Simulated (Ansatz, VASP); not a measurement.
**One calculation of BN, two programs**

File INCAR:

```
SYSTEM = BN
PREC = Accurate ; ENCUT = 520
EDIFF = 1E-6 ; ISMEAR = 0
SIGMA = 0.05 ; LREAL = .FALSE.
LASPH = .TRUE. ; NELM = 60
ALGO = Normal ; ISIF = 2
LWAVE = .FALSE. ; LCHARG = .FALSE.
GGA = PE ; NBANDS = 11
```

KPOINTS

```
regular mesh
0
G
  14 14 14
  0 0 0
```

Contents of POSCAR:

```
BN
1.0
    0.0000000000      1.8827993998      1.8827993998
    1.8827993998      0.0000000000      1.8827993998
    1.8827993998      1.8827993998      0.0000000000
B N
1 1
Direct
    0.0000000000      0.0000000000      0.0000000000
    0.7500000000      0.7500000000      0.7500000000
```

Input for Ansatz:

```yaml
crystal:
  lattice:
    - [0.0, 1.8827993998, 1.8827993998]
    - [1.8827993998, 0.0, 1.8827993998]
    - [1.8827993998, 1.8827993998, 0.0]
  atoms:
    - { symbol: B, position: [0.0, 0.0, 0.0] }
    - { symbol: "N", position: [0.75, 0.75, 0.75] }
basis:
  ecutwfc: 420
  fft_grid_basis: typed
kpoints:
  mp_grid: { grid: [14, 14, 14] }
hamiltonian:
  xc: pbe
scf:
  occupations: { method: gaussian, width: 0.05 }
output:
  forces: true
  stress: true
  eigenvalues: true
  bader: true
  write_density: true
  volumetric_format: npy
  elf: true
```

Alike in both runs: task single point; functional PBE; k mesh 14 × 14 × 14; occupations gaussian, width 0.05 eV; no spin polarisation.

|  | VASP | Ansatz |
| --- | --- | --- |
| version | VASP 6.6.1 | Ansatz 0.2.0 |
| potentials or method | VASP PAW PBE potentials, release 64 (B, N), cutoff 520 eV | scalar-relativistic, plane waves, PAW |
| valence electrons in the cell | 8 | 8 |

```tsv
	VASP	Ansatz	Ansatz less VASP
gap on the k mesh at the Fermi level (eV)	4.32	4.33	+0.007
```

With one functional, cell and mesh, what is left measures potentials, basis and numerics.
